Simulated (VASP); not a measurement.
# NaCl (Fm-3m) in VASP: a series of runs

Aim: see how the results for NaCl move with the level of theory and the settings. Levels: PBEsol, LDA. Tasks: relaxation of cell and atoms.

All numbers are computed with VASP 6.6.1; they aren't measurements. Logs are shortened: lines on timing, memory, paths and dates and some standing lists are left out, and cuts for length are marked.

## 1. The cell of the first run

It takes space group Fm-3m (No. 225, cubic). Conventional cell: a = 5.694 Å, b = 5.694 Å, c = 5.694 Å, α = 90.00°, β = 90.00°, γ = 90.00°. Na (site symmetry m-3m) has 6 Cl at 2.85 Å within 3.8 Å. Cl (site symmetry m-3m) has 6 Na at 2.85 Å within 3.8 Å.

## 2. Relaxation of cell and atoms, PBEsol

The input, INCAR:

```
SYSTEM = NaCl
PREC     = Accurate       ! precision mode
ENCUT    = 600            ! plane-wave cutoff, eV
EDIFF    = 1E-6           ! SCF threshold, eV
ISMEAR   = -1             ! smearing method
SIGMA    = 0.02           ! smearing width, eV
LREAL    = .False.        ! projectors in reciprocal space
LASPH    = .True.         ! aspherical terms in the spheres
NELM     = 60             ! most SCF steps
ALGO     = Normal         ! electronic algorithm
ISIF     = 3              ! what is computed and relaxed
LWAVE    = .False.        ! write WAVECAR
LCHARG   = .False.        ! write CHGCAR
GGA      = PS             ! functional
IBRION   = 2              ! ionic algorithm
NSW      = 80             ! ionic steps
EDIFFG   = -0.005         ! ionic threshold
```

The input, KPOINTS:

```
regular mesh
0
Gamma
  8 8 8
  0 0 0
```

The input, POSCAR:

```
NaCl
1.0
    0.0000000000      2.8470933840      2.8470933840
    2.8470933840      0.0000000000      2.8470933840
    2.8470933840      2.8470933840      0.0000000000
Na Cl
1 1
Direct
    0.0000000000      0.0000000000      0.0000000000
    0.5000000000      0.5000000000      0.5000000000
```

Potentials or basis: VASP PAW PBE potentials, release 64 (Na_pv, Cl).

Run with:

```
cat potpaw_PBE.64/Na_pv/POTCAR potpaw_PBE.64/Cl/POTCAR > POTCAR
mpirun -np 1 vasp_std > vasp.out
```

OUTCAR:

```text
SYSTEM = NaCl
   PREC = Accurate
   ENCUT = 600
   EDIFF = 1E-6
   ISMEAR = -1
   LREAL = .False.
   LASPH = .True.
   NELM = 60
   ISIF = 3
   GGA = PS
   IBRION = 2
   NSW = 80
   EDIFFG = -0.005

 ion  position               nearest neighbor table
   1  0.000  0.000  0.000-
   2  0.500  0.500  0.500-

  LATTYP: Found a face centered cubic cell.
 ALAT       =     5.6941867680

  Lattice vectors:

 A1 = (   0.0000000000,   2.8470933840,   2.8470933840)
 A2 = (   2.8470933840,   0.0000000000,   2.8470933840)
 A3 = (   2.8470933840,   2.8470933840,   0.0000000000)

Analysis of symmetry for initial positions (statically):
=====================================================================
 Subroutine PRICEL returns:
 Original cell was already a primitive cell.

 Routine SETGRP: Setting up the symmetry group for a
 face centered cubic supercell.

 Subroutine GETGRP returns: Found 48 space group operations
 (whereof 48 operations were pure point group operations)
 out of a pool of 48 trial point group operations.

The static configuration has the point symmetry O_h .

Analysis of symmetry for dynamics (positions and initial velocities):
=====================================================================
 Subroutine PRICEL returns:
 Original cell was already a primitive cell.

 Routine SETGRP: Setting up the symmetry group for a
 face centered cubic supercell.

 Subroutine GETGRP returns: Found 48 space group operations
 (whereof 48 operations were pure point group operations)
 out of a pool of 48 trial point group operations.

The dynamic configuration has the point symmetry O_h .

 Subroutine INISYM returns: Found 48 space group operations
 (whereof 48 operations are pure point group operations),
 and found     1 'primitive' translations

----------------------------------------------------------------------------------------

                                     Primitive cell

  volume of cell :      46.1567

  direct lattice vectors                    reciprocal lattice vectors
     0.000000000  2.847093384  2.847093384    -0.175617703  0.175617703  0.175617703
     2.847093384  0.000000000  2.847093384     0.175617703 -0.175617703  0.175617703
     2.847093384  2.847093384  0.000000000     0.175617703  0.175617703 -0.175617703

  length of vectors
     4.026398077  4.026398077  4.026398077     0.304178784  0.304178784  0.304178784

  position of ions in fractional coordinates (direct lattice)
     0.000000000  0.000000000  0.000000000
     0.500000000  0.500000000  0.500000000

  ion indices of the primitive-cell ions
   primitive index   ion index
                 1           1
                 2           2

----------------------------------------------------------------------------------------

 KPOINTS: regular mesh

Automatic generation of k-mesh.
 Grid dimensions read from file:
 generate k-points for:    8    8    8

 Generating k-lattice:

  Cartesian coordinates                     Fractional coordinates (reciprocal lattice)
    -0.021952213  0.021952213  0.021952213     0.125000000  0.000000000  0.000000000
     0.021952213 -0.021952213  0.021952213     0.000000000  0.125000000  0.000000000
     0.021952213  0.021952213 -0.021952213     0.000000000  0.000000000  0.125000000

  Length of vectors
     0.038022348  0.038022348  0.038022348

  Shift w.r.t. Gamma in fractional coordinates (k-lattice)
     0.000000000  0.000000000  0.000000000

 Subroutine IBZKPT returns following result:
 ===========================================

 Found     29 irreducible k-points:

 Following reciprocal coordinates:
            Coordinates               Weight
  0.000000  0.000000  0.000000      1.000000
  0.125000  0.000000  0.000000      8.000000
  0.250000  0.000000  0.000000      8.000000
  0.375000  0.000000  0.000000      8.000000
  0.500000  0.000000  0.000000      4.000000
  0.125000  0.125000  0.000000      6.000000
[... 16 lines left out ...]
  0.500000  0.250000  0.125000     48.000000
 -0.375000  0.250000  0.125000     24.000000
 [... further k-points ...]
   k-points           NKPTS =     29   k-points in BZ     NKDIM =     29   number of bands    NBANDS=     11
   number of dos      NEDOS =    301   number of ions     NIONS =      2
   total plane-waves  NPLWV =  32768
   dimension x,y,z NGX =    32 NGY =   32 NGZ =   32
   dimension x,y,z NGXF=    64 NGYF=   64 NGZF=   64
   ions per type =               1   1
   NGX,Y,Z   is equivalent  to a cutoff of  13.21, 13.21, 13.21 a.u.
   NGXF,Y,Z  is equivalent  to a cutoff of  26.42, 26.42, 26.42 a.u.
 SYSTEM =  NaCl
   PREC   = accura    normal or accurate (medium, high low for compatibility)
   ISTART =      0    job   : 0-new  1-cont  2-samecut
   ICHARG =      2    charge: 1-file 2-atom 10-const
   ISPIN  =      1    spin polarized calculation?
   LNONCOLLINEAR =      F non collinear calculations
   LSORBIT =      F    spin-orbit coupling
   LASPH  =      T    aspherical Exc in radial PAW
   ENCUT  =  600.0 eV  44.10 Ry    6.64 a.u.   8.04  8.04  8.04*2*pi/ulx,y,z
   NELM   =     60;   NELMIN=  2; NELMDL= -5     # of ELM steps
   EDIFF  = 0.1E-05   stopping-criterion for ELM
   LREAL  =      F    real-space projection
   EDIFFG = -.5E-02   stopping-criterion for IOM
   NSW    =     80    number of steps for IOM
   IBRION =      2    ionic relax: 0-MD 1-quasi-New 2-CG
   NFREE  =      1    steps in history (QN), initial steepest desc. (CG)
   ISIF   =      3    stress and relaxation
   ISYM   =      2    0-nonsym 1-usesym 2-fastsym
   POTIM  = 0.5000    time-step for ionic-motion
   TEBEG  =    0.0;   TEEND  =   0.0 temperature during run
   PSTRESS=    0.0 pullay stress
   NELECT =      14.0000    total number of electrons
   NUPDOWN=      -1.0000    fix difference up-down
   EMIN   =  10.00;   EMAX   =-10.00  energy-range for DOS
   EFERMI =   0.00;   METHOD = LEGACY
   ISMEAR =    -1;   SIGMA  =   0.02  broadening in eV -4-tet -1-fermi 0-gaus
   EFERMI_NEDOS =   21; number of points for ismear=-14 and -15
   IALGO  =     38    algorithm
   IMIX   =      4    mixing-type and parameters
     AMIX     =   0.40;   BMIX     =  1.00
     AMIX_MAG =   1.60;   BMIX_MAG =  1.00
  volume/ion in A,a.u.               =      23.08       155.74
  Fermi-wavevector in a.u.,A,eV,Ry     =   1.099949  2.078602 16.461517  1.209887
  Thomas-Fermi vector in A             =   2.236352
   LORBIT       =      0    0 simple, 1 ext, 2 COOP (PROOUT), +10 PAW based schemes
   GGA     = PS    functional components
   LHFCALC =     F    Hartree Fock is set to
   AEXX    =    0.0000 exact exchange contribution
   IVDW    =     0    specifies the selected vdW correction
   LEPSILON=     F    determine dielectric tensor
   LRPA    =     F    only Hartree local field effects (RPA)
 conjugate gradient relaxation of ions
 non-spin polarized calculation
  energy-cutoff  :      600.00
  volume of cell :       46.16
 maximum number of plane-waves:      1572
   NGX = 17   NGY = 17   NGZ = 17

--------------------------------------- Ionic step        1  -------------------------------------------

 number of electron      13.9999997 magnetization

 Free energy of the ion-electron system (eV)
  ---------------------------------------------------
  ext. energy  EPLUGINS =         0.00000000
  ---------------------------------------------------
  free energy    TOTEN  =        -6.99128459 eV

  energy without entropy =       -6.99128459  energy(sigma->0) =       -6.99128459

------------------------ aborting loop because EDIFF is reached ----------------------------------------

  FORCE on cell =-STRESS in cart. coord.  units (eV):
  Direction    XX          YY          ZZ          XY          YZ          ZX
  --------------------------------------------------------------------------------------
  -------------------------------------------------------------------------------------
  Total       -0.3143217     -0.3143217     -0.3143217     -0.0000000      0.0000000     -0.0000000
  in kB      -10.9106306    -10.9106306    -10.9106306     -0.0000000      0.0000000     -0.0000000
  external PRESSURE =     -10.9106306 kB  Pullay stress =       0.0000000 kB
[... 93 lines left out ...]
  energy  without entropy=       -6.9988106784  energy(sigma->0) =       -6.99881068

--------------------------------------- Ionic step        4  -------------------------------------------

 number of electron      14.0000009 magnetization

 Free energy of the ion-electron system (eV)
  ---------------------------------------------------
  ext. energy  EPLUGINS =         0.00000000
  ---------------------------------------------------
  free energy    TOTEN  =        -6.99893801 eV

  energy without entropy =       -6.99893801  energy(sigma->0) =       -6.99893801

 E-fermi :  -0.2337     XC(G=0):  -8.4137

 val. band max:       -0.6792959924   @ k =   0.0000   0.0000   0.0000
 cond. band min:       4.3203070040   @ k =   0.0000   0.0000   0.0000
 fundamental gap:      4.9996029964
 Fermi energy:        -0.2336704984

 k-point     1 :       0.0000    0.0000    0.0000
  band No.  band energies     occupation
      1     -21.2967      2.00000
      2     -21.2967      2.00000
      3     -21.2967      2.00000
      4     -13.3655      2.00000
      5      -0.6793      2.00000
      6      -0.6793      2.00000
      7      -0.6793      2.00000
      8       4.3203      0.00000
      9      10.3360      0.00000
     10      10.3360      0.00000
     11      10.3360      0.00000
[... 309 lines left out ...]
 k-point    24 :      -0.3750    0.2500    0.1250
  band No.  band energies     occupation
      1     -21.3235      2.00000
      2     -21.3059      2.00000
      3     -21.3016      2.00000
      4     -12.9663      2.00000
      5      -2.4210      2.00000
      6      -1.4882      2.00000
      7      -1.1145      2.00000
      8       7.5133      0.00000
      9       8.8542      0.00000
     10       9.4905      0.00000
     11      11.0109      0.00000

 [... further k-points ...]
[... 5 lines left out ...]
  --------------------------------------------------------------------------------------
  -------------------------------------------------------------------------------------
  Total        0.0093882      0.0093882      0.0093882      0.0000000     -0.0000000      0.0000000
  in kB        0.3415264      0.3415264      0.3415264      0.0000000     -0.0000000      0.0000000
  external PRESSURE =       0.3415264 kB  Pullay stress =       0.0000000 kB
[... 17 lines left out ...]
  FREE ENERGIE OF THE ION-ELECTRON SYSTEM (eV)
  ---------------------------------------------------
  free  energy   TOTEN  =        -6.9989380133 eV

  energy  without entropy=       -6.9989380133  energy(sigma->0) =       -6.99893801

 reached required accuracy - stopping structural energy minimisation
```

Wall time 16 s (1 thread of Intel Xeon 6975P-C (Granite Rapids), shared host); peak memory 0.18 GiB.

What came out:

```
Free energy                           : -6.9989 eV
Relaxed volume                        : 22.02 Å³/atom
Relaxed cell                          : a = 3.964 Å, b = 3.964 Å, c = 3.964 Å, α = 60.00°, β = 60.00°, γ = 60.00°
Space group after relaxing (to 0.1 Å) : Fm-3m (No. 225)
Energy gained by relaxing             : 3.8 meV/atom
Ionic steps                           : 4
Pressure after relaxing               : 0.0 GPa
Band gap on the k mesh                : 5.00 eV
```

The path:
```tsv
step	energy change (eV)	largest force (eV/Å)	pressure (GPa)	volume (Å³)
1	0.0000	0.0000	-1.09	46.16
2	-0.0056	0.0000	-0.58	45.11
3	-0.0075	0.0000	-0.14	44.29
4	-0.0077	0.0000	0.03	44.04
```

Final structure:
```cif
data_structure
_symmetry_space_group_name_H-M 'P 1'
_symmetry_Int_Tables_number 1
_cell_length_a 3.9639
_cell_length_b 3.9639
_cell_length_c 3.9639
_cell_angle_alpha 60.000
_cell_angle_beta 60.000
_cell_angle_gamma 60.000
_cell_volume 44.04
loop_
_atom_site_label
_atom_site_type_symbol
_atom_site_fract_x
_atom_site_fract_y
_atom_site_fract_z
_atom_site_occupancy
Na1 Na 0.00000 0.00000 0.00000 1
Cl1 Cl 0.50000 0.50000 0.50000 1
```

Caveat: the PAW data sets were made with another functional, which shifts forces and pressure a little. As with any semilocal functional, this PBEsol gap is likely too small.

## 3. Relaxation of cell and atoms, LDA

The input, INCAR:

```
SYSTEM = NaCl
PREC = Accurate
ENCUT = 600
EDIFF = 1E-6
ISMEAR = -1
SIGMA = 0.02
LREAL = .FALSE.
LASPH = .TRUE.
NELM = 100
ALGO = Normal
ISIF = 3
LWAVE = .FALSE.
LCHARG = .FALSE.
IBRION = 2
NSW = 80
EDIFFG = -0.005
```

The input, KPOINTS:

```
Automatic mesh
0
G
  8 8 8
  0 0 0
```

POSCAR is that of step 2.

Potentials or basis: VASP PAW LDA potentials, release 64 (Na_pv, Cl).

Run with:

```
cat potpaw_LDA.64/Na_pv/POTCAR potpaw_LDA.64/Cl/POTCAR > POTCAR
mpirun -np 1 vasp_std > vasp.out
```

Wall time 24 s (1 thread of Intel Xeon 6975P-C (Granite Rapids), shared host); peak memory 0.16 GiB.

It converged, with:

* Free energy: -7.3899 eV
* Relaxed volume: 20.44 Å³/atom
* Relaxed cell: a = 3.867 Å, b = 3.867 Å, c = 3.867 Å, α = 60.00°, β = 60.00°, γ = 60.00°
* Space group after relaxing (to 0.1 Å): Fm-3m (No. 225)
* Energy gained by relaxing: 27.6 meV/atom
* Ionic steps: 13
* Pressure after relaxing: 0.0 GPa
* Band gap on the k mesh: 5.07 eV

The path:
```csv
step,energy change (eV),largest force (eV/Å),pressure (GPa),volume (Å³)
1,0.0000,0.0000,-2.94,46.16
2,-0.0409,0.0000,-1.82,43.38
3,-0.0490,0.0000,1.15,39.28
4,-0.0553,0.0000,0.12,40.75
5,-0.0553,0.0000,-0.11,40.92
6,-0.0553,0.0000,-0.11,40.92
7,-0.0553,0.0000,-0.06,40.91
8,-0.0553,0.0000,-0.07,40.91
9,-0.0553,0.0000,-0.08,40.91
10,-0.0553,0.0000,-0.08,40.91
11,-0.0553,0.0000,-0.09,40.90
12,-0.0553,0.0000,-0.04,40.89
13,-0.0553,0.0000,-0.03,40.87
```

Final structure:
```cif
data_structure
_symmetry_space_group_name_H-M 'P 1'
_symmetry_Int_Tables_number 1
_cell_length_a 3.8665
_cell_length_b 3.8665
_cell_length_c 3.8665
_cell_angle_alpha 60.000
_cell_angle_beta 60.000
_cell_angle_gamma 60.000
_cell_volume 40.87
loop_
_atom_site_label
_atom_site_type_symbol
_atom_site_fract_x
_atom_site_fract_y
_atom_site_fract_z
_atom_site_occupancy
Na1 Na 0.00000 0.00000 0.00000 1
Cl1 Cl 0.50000 0.50000 0.50000 1
```

Levels at points of the mesh, in eV from the valence-band top:
| k point | band 5 | band 6 | band 7 | band 8 | band 9 | band 10 |
| --- | --- | --- | --- | --- | --- | --- |
| (0.00, 0.00, 0.00) | 0.00 | 0.00 | 0.00 | 5.07 | 10.93 | 10.93 |
| (0.50, 0.00, 0.00) | -2.33 | -0.33 | -0.33 | 7.05 | 10.89 | 10.89 |
| (0.50, 0.50, 0.00) | -2.01 | -0.72 | -0.72 | 7.43 | 7.64 | 11.61 |

As with any semilocal functional, this LDA gap is likely too small. LDA usually gives volumes a few per cent too small.
